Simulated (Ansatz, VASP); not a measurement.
## Two plane-wave programs on KCl

```xyz
2
Lattice="0.0000 3.2451 2.9854 3.2451 0.0000 2.9854 3.2451 3.2451 0.0000" Properties=species:S:1:pos:R:3 pbc="T T T"
K     0.0000    0.0000    0.0000
Cl    3.2451    3.2451    2.9854
```

Alike in both runs: task single point; functional PBE; k mesh 8 × 8 × 8; occupations gaussian, width 0.05 eV; no spin polarisation.

|  | VASP | Ansatz |
| --- | --- | --- |
| version | VASP 6.6.1 | Ansatz 0.2.0 |
| potentials or method | VASP PAW PBE potentials, release 64 (K_sv, Cl), cutoff 520 eV | scalar-relativistic, plane waves, PAW |
| valence electrons in the cell | 16 | 16 |

VASP gave:

```
gap on the k mesh at the Fermi level (eV)                     : 5.08
least direct gap on the mesh (eV)                             : 5.08
pressure (GPa)                                                : 1.0
traceless stress, the component that is largest in VASP (GPa) : 2.45
```

Question: What did Ansatz give for the same quantities?

Answer: gap on the k mesh at the Fermi level (eV): 5.09; least direct gap on the mesh (eV): 5.09; pressure (GPa): 1.0; traceless stress, the component that is largest in VASP (GPa): 2.40.

The functional is the same, so the differences come from potentials, cutoffs and numerics.
